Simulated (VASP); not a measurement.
Set up this calculation in VASP 6.6.1, as the native input.

```yaml
Task: single point
Functional: PBE
Potentials_or_basis: VASP PAW PBE potentials, release 64 (Zr_sv, B)
Cutoff: 520 eV
k_mesh: 10 × 10 × 8
Occupations: gaussian, width 0.012 eV
Spin: no spin polarisation
Dipole_correction: no
Further_INCAR_settings: ALGO = Normal; EDIFF = 1e-06; NBANDS = 16
```

The structure of ZrB2 lies in POSCAR:

```
ZrB2
1.0
    3.1700000000      0.0000000000      0.0000000000
   -1.5850000000      2.7453005300      0.0000000000
    0.0000000000      0.0000000000      3.5330000000
Zr B
1 2
Direct
    0.0000000000      0.0000000000      0.0000000000
    0.6666666667      0.3333333333      0.5000000000
    0.3333333333      0.6666666667      0.5000000000
```

The input as run:

INCAR

```
PREC = Accurate
ENCUT = 520
EDIFF = 1E-6
ISMEAR = 0
SIGMA = 0.012
LREAL = F
LASPH = T
NELM = 80
ALGO = Normal
ISIF = 2
LWAVE = F
LCHARG = F
GGA = PE
NBANDS = 16
```

KPOINTS

```
Automatic mesh
0
Gamma
  10 10 8
```

Potentials or basis: VASP PAW PBE potentials, release 64 (Zr_sv, B).

The run is started by

```console
$ cat potpaw_PBE.64/Zr_sv/POTCAR potpaw_PBE.64/B/POTCAR > POTCAR
$ mpirun -np 1 vasp_std > vasp.out
```

Results of the run:

```yaml
Pressure: 0.9 GPa
Band_gap_on_the_k_mesh: zero (bands 9 and 10 overlap by 0.81 eV)
```

It took 11 s on 1 thread of Intel(R) Xeon(R) Platinum 8559C (Emerald Rapids), with other jobs on the host, peak memory 0.16 GiB.
